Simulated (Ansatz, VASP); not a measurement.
# GaN in VASP and in Ansatz

```xyz
2
Lattice="0.0000 2.3049 2.3049 2.3049 0.0000 2.3049 2.3049 2.3049 0.0000" Properties=species:S:1:pos:R:3 pbc="T T T"
Ga    0.0000    0.0000    0.0000
N     1.1525    1.1525    1.1525
```

Alike in both runs: task single point; functional HSE06; k mesh 4 × 4 × 4; occupations fermi-dirac, width 0.05 eV; no spin polarisation.

|  | VASP | Ansatz |
| --- | --- | --- |
| version | VASP 6.6.1 | Ansatz 0.2.0 development build |
| potentials or method | VASP PAW PBE potentials, release 64 (Ga_d, N) | plane waves, PAW datasets (hand-made set) |
| plane-wave cutoff (eV) | 520 | 1020 |
| valence electrons in the cell | 18 | 26 |

|  | VASP | Ansatz | Ansatz less VASP |
| --- | --- | --- | --- |
| gap on the k mesh at the Fermi level (eV) | 2.50 | 2.52 | +0.010 |

VASP's potentials hold 18 valence electrons a cell and Ansatz's 26, so a difference there can come from the potentials and not from the codes.

The k mesh is coarse, so the values compare programs but aren't converged.
